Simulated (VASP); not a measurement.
# HPbNO4 (P1) in VASP: settings compared

HPbNO4 is run at these levels: r2SCAN0, PBEsol; tasks: single point.

Everything below comes from runs of VASP 6.6.1. Logs are shortened: lines on timing, memory, paths and dates and some standing lists are left out, and cuts for length are marked.

**1. The cell of the first run**

The typed cell holds 7 atoms: a = 4.275 Å, b = 5.609 Å, c = 5.670 Å, α = 100.02°, β = 111.92°, γ = 111.82°.

**2. Single point, r2SCAN0**

Contents of POSCAR:

```
HPbNO4
1.0
    4.2753100000     -0.0004000000      0.0063600000
   -2.0839900000      5.2077500000     -0.0490700000
   -2.1237700000     -1.8657400000      4.9149100000
H Pb N O
1 1 1 4
Direct
    0.9907300000      0.0333000000      0.9099400000
    0.5027400000      0.8198900000      0.1428700000
    0.0083800000      0.4740800000      0.5026500000
    0.9981600000      0.9274100000      0.0287700000
    0.1946700000      0.7343500000      0.6085200000
    0.8167300000      0.3588200000      0.2455600000
    0.0138100000      0.3312100000      0.6521700000
```

Contents of INCAR.step1:

```
PREC     = Accurate       # precision mode
ENCUT    = 580            # plane-wave cutoff, eV
EDIFF    = 1E-5           # SCF threshold, eV
ISMEAR   = -1             # smearing method
SIGMA    = 0.05           # smearing width, eV
LREAL    = False          # projectors in reciprocal space
LASPH    = True           # aspherical terms in the spheres
NELM     = 120            # most SCF steps
ALGO     = Normal         # electronic algorithm
ISIF     = 2              # what is computed and relaxed
LWAVE    = True           # write WAVECAR
LCHARG   = False          # write CHGCAR
NBANDS   = 31             # bands
GGA      = PE             # functional
GGA_COMPAT= False        
KPAR     = 4
```

Contents of INCAR.step2:

```
PREC     = Accurate       # precision mode
ENCUT    = 580            # plane-wave cutoff, eV
EDIFF    = 1E-6           # SCF threshold, eV
ISMEAR   = -1             # smearing method
SIGMA    = 0.05           # smearing width, eV
LREAL    = False          # projectors in reciprocal space
LASPH    = True           # aspherical terms in the spheres
NELM     = 120            # most SCF steps
ALGO     = Normal         # electronic algorithm
ISIF     = 2              # what is computed and relaxed
LWAVE    = False          # write WAVECAR
LCHARG   = False          # write CHGCAR
METAGGA  = R2SCAN         # meta-GGA
LHFCALC  = True           # exact exchange
AEXX     = 0.25           # exact-exchange fraction
LMIXTAU  = True         
PRECFOCK = Normal       
NBANDS   = 31             # bands
ISTART   = 1            
GGA_COMPAT= False        
KPAR     = 4
```

Contents of KPOINTS:

```
regular mesh
0
Gamma
  4 3 3
```

Potentials or basis: VASP PAW PBE potentials, release 64 (H, Pb_d, N, O).

Started as:

```
$ cat potpaw_PBE.64/H/POTCAR potpaw_PBE.64/Pb_d/POTCAR potpaw_PBE.64/N/POTCAR potpaw_PBE.64/O/POTCAR > POTCAR
$ cp INCAR.step1 INCAR
$ mpirun -np 4 vasp_std > vasp.out
$ cp INCAR.step2 INCAR
$ mpirun -np 4 vasp_std > vasp.out
```

OUTCAR:

```text
PREC = Accurate
   ENCUT = 580
   EDIFF = 1E-6
   ISMEAR = -1
   LREAL = False
   LASPH = True
   NELM = 120
   ISIF = 2
   METAGGA = R2SCAN
   LHFCALC = True
   AEXX = 0.25
   PRECFOCK = Normal
   ISTART = 1

 ion  position               nearest neighbor table
   1  0.991  0.033  0.910-   4 0.97
   2  0.503  0.820  0.143-   4 2.34   4 2.34   6 2.66   5 2.68   7 2.89   7 3.02
   3  0.008  0.474  0.503-   7 1.26   5 1.27   6 1.27
   4  0.998  0.927  0.029-   1 0.97   2 2.34   2 2.34
   5  0.195  0.734  0.609-   3 1.27   2 2.68
   6  0.817  0.359  0.246-   3 1.27   2 2.66
   7  0.014  0.331  0.652-   3 1.26   2 2.89   2 3.02

  LATTYP: Found a triclinic cell.
 ALAT       =     8.3024666926
 B/A-ratio  =     0.5149451251
 C/A-ratio  =     0.7116445657
 COS(alpha) =     0.0126066529
 COS(beta)  =     0.3599949201
 COS(gamma) =     0.7788145159

  Lattice vectors:

 A1 = (  -6.4666300000,  -5.2069500000,   0.0363500000)
 A2 = (  -4.2753100000,   0.0004000000,  -0.0063600000)
 A3 = (  -0.0675500000,  -3.3416100000,  -4.8722000000)

Analysis of symmetry for initial positions (statically):
=====================================================================
 Subroutine PRICEL returns:
 Original cell was already a primitive cell.

 Routine SETGRP: Setting up the symmetry group for a
 triclinic supercell.

 Subroutine GETGRP returns: Found  1 space group operations
 (whereof  1 operations were pure point group operations)
 out of a pool of  2 trial point group operations.

The static configuration has the point symmetry C_1 .

Analysis of symmetry for dynamics (positions and initial velocities):
=====================================================================
 Subroutine PRICEL returns:
 Original cell was already a primitive cell.

 Routine SETGRP: Setting up the symmetry group for a
 triclinic supercell.

 Subroutine GETGRP returns: Found  1 space group operations
 (whereof  1 operations were pure point group operations)
 out of a pool of  2 trial point group operations.

The dynamic configuration has the point symmetry C_1 .

 Subroutine INISYM returns: Found  1 space group operations
 (whereof  1 operations are pure point group operations),
 and found     1 'primitive' translations

----------------------------------------------------------------------------------------

                                     Primitive cell

  volume of cell :     109.1287

  direct lattice vectors                    reciprocal lattice vectors
     4.275310000 -0.000400000  0.006360000     0.233706268  0.094813123  0.136978092
    -2.083990000  5.207750000 -0.049070000    -0.000090720  0.192674001  0.073101424
    -2.123770000 -1.865740000  4.914910000    -0.000303327  0.001800949  0.204015110

  length of vectors
     4.275314749  5.609463633  5.669896390     0.287003738  0.206075465  0.204023285

  position of ions in fractional coordinates (direct lattice)
     0.990730000  0.033300000  0.909940000
     0.502740000  0.819890000  0.142870000
     0.008380000  0.474080000  0.502650000
     0.998160000  0.927410000  0.028770000
     0.194670000  0.734350000  0.608520000
     0.816730000  0.358820000  0.245560000
     0.013810000  0.331210000  0.652170000

  ion indices of the primitive-cell ions
   primitive index   ion index
                 1           1
                 2           2
                 3           3
                 4           4
                 5           5
                 6           6
                 7           7

----------------------------------------------------------------------------------------

 KPOINTS: regular mesh

Automatic generation of k-mesh.
 Grid dimensions read from file:
 generate k-points for:    4    3    3

 Generating k-lattice:

  Cartesian coordinates                     Fractional coordinates (reciprocal lattice)
     0.058426567  0.023703281  0.034244523     0.250000000  0.000000000  0.000000000
    -0.000030240  0.064224667  0.024367141     0.000000000  0.333333333  0.000000000
    -0.000101109  0.000600316  0.068005037     0.000000000  0.000000000  0.333333333

  Length of vectors
     0.071750935  0.068691822  0.068007762

  Shift w.r.t. Gamma in fractional coordinates (k-lattice)
     0.000000000  0.000000000  0.000000000

 Subroutine IBZKPT returns following result:
 ===========================================

 Found     19 irreducible k-points:

 Following reciprocal coordinates:
            Coordinates               Weight
  0.000000  0.000000  0.000000      1.000000
  0.250000 -0.000000 -0.000000      2.000000
  0.500000 -0.000000 -0.000000      1.000000
  0.000000  0.333333 -0.000000      2.000000
  0.250000  0.333333  0.000000      2.000000
  0.500000  0.333333  0.000000      2.000000
[... 11 lines left out ...]
  0.500000 -0.333333  0.333333      2.000000
 -0.250000 -0.333333  0.333333      2.000000
   k-points           NKPTS =     19   k-points in BZ     NKDIM =     36   number of bands    NBANDS=     31
   number of dos      NEDOS =    301   number of ions     NIONS =      7
   total plane-waves  NPLWV =  82944
   dimension x,y,z NGX =    36 NGY =   48 NGZ =   48
   dimension x,y,z NGXF=    72 NGYF=   96 NGZF=   96
   ions per type =               1   1   1   4
   NGX,Y,Z   is equivalent  to a cutoff of  14.00, 14.23, 14.07 a.u.
   NGXF,Y,Z  is equivalent  to a cutoff of  28.00, 28.45, 28.15 a.u.
 SYSTEM =  unknown system
   PREC   = accura    normal or accurate (medium, high low for compatibility)
   ISTART =      1    job   : 0-new  1-cont  2-samecut
   ICHARG =      0    charge: 1-file 2-atom 10-const
   ISPIN  =      1    spin polarized calculation?
   LNONCOLLINEAR =      F non collinear calculations
   LSORBIT =      F    spin-orbit coupling
   LASPH  =      T    aspherical Exc in radial PAW
   ENCUT  =  580.0 eV  42.63 Ry    6.53 a.u.   8.40 11.02 11.13*2*pi/ulx,y,z
   NELM   =    120;   NELMIN=  2; NELMDL=  0     # of ELM steps
   EDIFF  = 0.1E-05   stopping-criterion for ELM
   LREAL  =      F    real-space projection
   EDIFFG = 0.1E-04   stopping-criterion for IOM
   NSW    =      0    number of steps for IOM
   IBRION =     -1    ionic relax: 0-MD 1-quasi-New 2-CG
   NFREE  =      0    steps in history (QN), initial steepest desc. (CG)
   ISIF   =      2    stress and relaxation
   ISYM   =      3    0-nonsym 1-usesym 2-fastsym
   POTIM  = 0.5000    time-step for ionic-motion
   TEBEG  =    0.0;   TEEND  =   0.0 temperature during run
   PSTRESS=    0.0 pullay stress
   NELECT =      44.0000    total number of electrons
   NUPDOWN=      -1.0000    fix difference up-down
   EMIN   =  10.00;   EMAX   =-10.00  energy-range for DOS
   EFERMI =   0.00;   METHOD = LEGACY
   ISMEAR =    -1;   SIGMA  =   0.05  broadening in eV -4-tet -1-fermi 0-gaus
   EFERMI_NEDOS =   21; number of points for ismear=-14 and -15
   IALGO  =     38    algorithm
   IMIX   =      1    mixing-type and parameters
     AMIX     =   0.40;   BMIX     =  1.00
     AMIX_MAG =   1.60;   BMIX_MAG =  1.00
  volume/ion in A,a.u.               =      15.59       105.21
  Fermi-wavevector in a.u.,A,eV,Ry     =   1.209426  2.285484 19.901399  1.462712
  Thomas-Fermi vector in A             =   2.345004
   LORBIT       =      0    0 simple, 1 ext, 2 COOP (PROOUT), +10 PAW based schemes
   METAGGA = R2SCAN    functional components
   LHFCALC =     T    Hartree Fock is set to
   PRECFOCK=normal    Normal, Fast or Accurate (Low or Medium for compatibility)
   ENCUT4O =  -1.0   cutoff for four orbital integrals eV
   NKREDX  =     1    reduce k-point grid by
   NKREDY  =     1    reduce k-point grid by
   NKREDZ  =     1    reduce k-point grid by
   AEXX    =    0.2500 exact exchange contribution
   HFSCREEN=    0.0000 screening length (either q_TF or 0.3 A-1)
   HFSCREENC=   0.0000 screening length for correlation (either q_TF or 0.3 A-1)
   ENCUTFOCK=  -1.0 apply spherical cutoff to Coloumb kernel
   IVDW    =     0    specifies the selected vdW correction
   LEPSILON=     F    determine dielectric tensor
   LRPA    =     F    only Hartree local field effects (RPA)
 non-spin polarized calculation
  energy-cutoff  :      580.00
  volume of cell :      109.13
 maximum number of plane-waves:      3479
 NGX is ok and might be reduce to    36
  NGX = 28; NGY = 36; NGZ = 36

 number of electron      43.9999999 magnetization

 Free energy of the ion-electron system (eV)
  ---------------------------------------------------
  ext. energy  EPLUGINS =         0.00000000
  ---------------------------------------------------
  free energy    TOTEN  =       -98.42676586 eV

  energy without entropy =      -98.42676586  energy(sigma->0) =      -98.42676586

 E-fermi :  -0.0227     XC(G=0):  -6.8306

 val. band max:       -1.1559821309   @ k =   0.5000  -0.0000  -0.0000
 cond. band min:       4.0231027488   @ k =   0.2500   0.3333   0.3333
 fundamental gap:      5.1790848797
 Fermi energy:        -0.0226552111

 k-point     1 :       0.0000    0.0000    0.0000
  band No.  band energies     occupation
      1     -30.3396      2.00000
      2     -24.3188      2.00000
      3     -24.2986      2.00000
      4     -21.2650      2.00000
      5     -17.9922      2.00000
      6     -17.9883      2.00000
[... 23 lines left out ...]
     30      12.2126      0.00000
     31      12.8776      0.00000

 k-point     2 :       0.2500   -0.0000   -0.0000
  band No.  band energies     occupation
      1     -30.3350      2.00000
      2     -24.3224      2.00000
      3     -24.2990      2.00000
      4     -21.2184      2.00000
      5     -18.0143      2.00000
      6     -18.0025      2.00000
[... 23 lines left out ...]
     30      12.1013      0.00000
     31      13.0031      0.00000

 k-point     3 :       0.5000   -0.0000   -0.0000
  band No.  band energies     occupation
      1     -30.3305      2.00000
      2     -24.3232      2.00000
      3     -24.3001      2.00000
      4     -21.1757      2.00000
      5     -18.0286      2.00000
      6     -18.0199      2.00000
[... 23 lines left out ...]
     30      12.4375      0.00000
     31      13.0910      0.00000

 k-point     4 :       0.0000    0.3333   -0.0000
  band No.  band energies     occupation
      1     -30.3360      2.00000
      2     -24.3256      2.00000
      3     -24.3071      2.00000
      4     -21.2569      2.00000
      5     -18.0155      2.00000
      6     -17.9976      2.00000
[... 465 lines left out ...]
     30      12.2047      0.00000
     31      13.0040      0.00000

 k-point    18 :       0.5000   -0.3333    0.3333
  band No.  band energies     occupation
      1     -30.3304      2.00000
      2     -24.3227      2.00000
      3     -24.3007      2.00000
      4     -21.1755      2.00000
      5     -18.0283      2.00000
      6     -18.0197      2.00000
[... 23 lines left out ...]
     30      11.5712      0.00000
     31      13.2018      0.00000

 k-point    19 :      -0.2500   -0.3333    0.3333
  band No.  band energies     occupation
      1     -30.3331      2.00000
      2     -24.3202      2.00000
      3     -24.3087      2.00000
      4     -21.2169      2.00000
      5     -18.0133      2.00000
      6     -18.0066      2.00000
[... 23 lines left out ...]
     30      12.1361      0.00000
     31      13.2273      0.00000

------------------------ aborting loop because EDIFF is reached ----------------------------------------

  FORCE on cell =-STRESS in cart. coord.  units (eV):
  Direction    XX          YY          ZZ          XY          YZ          ZX
  --------------------------------------------------------------------------------------
  -------------------------------------------------------------------------------------
  Total       -1.8892992     -4.2355938     -3.9845753     -0.0409840      0.3651041     -0.0615234
  in kB      -27.7378110    -62.1850148    -58.4996781     -0.6017078      5.3602889     -0.9032585
  external PRESSURE =     -49.4741679 kB  Pullay stress =       0.0000000 kB

 VOLUME and BASIS-vectors are now :
 -----------------------------------------------------------------------------
  energy-cutoff  :      580.00
  volume of cell :      109.13
      direct lattice vectors                 reciprocal lattice vectors
     4.275310000 -0.000400000  0.006360000     0.233706268  0.094813123  0.136978092
    -2.083990000  5.207750000 -0.049070000    -0.000090720  0.192674001  0.073101424
    -2.123770000 -1.865740000  4.914910000    -0.000303327  0.001800949  0.204015110

 POSITION                                       TOTAL-FORCE (eV/Angst)
 -----------------------------------------------------------------------------------
      2.23378     -1.52469      4.47694         0.000365     -0.483618      0.370569
      0.13730      4.00302      0.66516         0.003574      0.181522     -0.126650
     -2.01966      1.53107      2.44727        -0.003232      0.075340     -0.065391
      2.27363      4.77564      0.10224        -0.004292      0.367191     -0.292640
     -1.99046      2.68889      2.95602        -0.029072     -1.234504     -0.404287
      2.22248      1.41017      1.19449         0.034934      0.001877      1.292365
     -2.01626      0.50807      3.18919        -0.002277      1.092192     -0.773966
 -----------------------------------------------------------------------------------
    total drift:                                0.000180      0.005688     -0.004665

  FREE ENERGIE OF THE ION-ELECTRON SYSTEM (eV)
  ---------------------------------------------------
  free  energy   TOTEN  =       -98.4267658594 eV

  energy  without entropy=      -98.4267658593  energy(sigma->0) =      -98.42676586
```

Wall time 27 min (4 MPI ranks of Intel Xeon Platinum 8488C (Sapphire Rapids), shared host); peak memory 0.41 GiB.

Results:

```
Free energy            : -98.4268 eV
Pressure               : -4.9 GPa
Largest force          : 1.339 eV/Å
Band gap on the k mesh : 5.18 eV (least direct gap 5.46 eV)
```

Forces on the atoms (eV/Å):
```
H    0.000 -0.484  0.371
Pb   0.004  0.182 -0.127
N   -0.003  0.075 -0.065
O   -0.004  0.367 -0.293
O   -0.029 -1.235 -0.404
O    0.035  0.002  1.292
O   -0.002  1.092 -0.774
```

Levels at points of the mesh, in eV from the valence-band top:
| k point | band 18 | band 19 | band 20 | band 21 | band 22 | band 23 | band 24 | band 25 | band 26 | band 27 |
| --- | --- | --- | --- | --- | --- | --- | --- | --- | --- | --- |
| (0.00, 0.00, 0.00) | -2.68 | -2.47 | -2.43 | -1.64 | -0.98 | 5.76 | 6.75 | 7.55 | 8.35 | 9.98 |
| (0.50, 0.00, 0.00) | -2.62 | -2.56 | -1.71 | -1.22 | 0.00 | 5.56 | 6.55 | 7.81 | 8.41 | 10.61 |

Caveat: the k points lie up to 0.45 Å⁻¹ apart; the PAW data sets were made with another functional, which shifts forces and pressure a little; spin-orbit coupling is left out, which moves the levels of the heavy elements; an odd mesh through Γ misses points on the zone boundary, where band edges can lie.

**3. Single point, PBEsol**

Contents of INCAR:

```
PREC = Accurate ; ENCUT = 520
EDIFF = 1E-7 ; ISMEAR = -1
SIGMA = 0.05 ; LREAL = False
LASPH = True ; NELM = 100
ALGO = Normal ; ISIF = 2
LWAVE = False ; LCHARG = False
GGA = PS ; NBANDS = 31
```

Contents of KPOINTS:

```
regular mesh
0
Gamma
  6 4 4
```

POSCAR is that of step 2.

Potentials or basis: VASP PAW PBE potentials, release 64 (H, Pb_d, N, O).

Started as:

```
$ cat potpaw_PBE.64/H/POTCAR potpaw_PBE.64/Pb_d/POTCAR potpaw_PBE.64/N/POTCAR potpaw_PBE.64/O/POTCAR > POTCAR
$ mpirun -np 1 vasp_std > vasp.out
```

Wall time 3.6 min (1 thread of Intel Xeon 8259CL, shared host); peak memory 0.34 GiB.

It converged, with:

```yaml
Free_energy: -42.1333 eV
Pressure: -1.8 GPa
Largest_force: 0.409 eV/Å
Band_gap_on_the_k_mesh: 2.84 eV (least direct gap 3.16 eV)
```

Forces in eV/Å, atoms in the order of the input:
```
H    0.000  0.229 -0.176
Pb   0.003  0.193 -0.150
N   -0.003 -0.046  0.024
O   -0.001 -0.329  0.243
O    0.000  0.016  0.083
O   -0.001 -0.073 -0.039
O    0.001  0.010  0.015
```

Stress tensor (GPa, compression positive):
```
-2.24  0.00  0.00
 0.00 -1.52 -0.33
 0.00 -0.33 -1.73
```

Levels at points of the mesh, in eV from the valence-band top:
```tsv
k point	band 18	band 19	band 20	band 21	band 22	band 23	band 24	band 25	band 26	band 27
(0.00, 0.00, 0.00)	-2.32	-2.07	-2.06	-0.97	-0.40	3.33	4.39	5.13	5.94	7.33
(0.50, 0.00, 0.00)	-2.22	-2.03	-1.13	-0.73	0.00	3.18	4.15	5.36	5.91	8.20
(0.00, 0.50, 0.00)	-1.99	-1.61	-1.50	-0.97	-0.83	3.18	4.00	4.76	7.41	7.43
(0.50, 0.50, 0.00)	-2.39	-2.11	-0.78	-0.46	-0.33	2.89	5.19	5.25	5.78	7.43
(0.00, 0.00, 0.50)	-2.00	-1.61	-1.52	-0.94	-0.85	3.19	3.89	4.89	7.26	7.38
(0.50, 0.00, 0.50)	-2.39	-2.10	-0.77	-0.45	-0.35	2.88	5.21	5.24	5.80	7.42
(0.00, 0.50, 0.50)	-2.06	-1.85	-1.65	-0.89	-0.65	3.10	3.48	5.30	7.10	7.65
(0.50, 0.50, 0.50)	-2.22	-2.02	-1.12	-0.72	-0.03	3.18	4.15	5.38	5.86	8.16
```

Caveat: the PAW data sets were made with another functional, which shifts forces and pressure a little; spin-orbit coupling is left out, which moves the levels of the heavy elements.
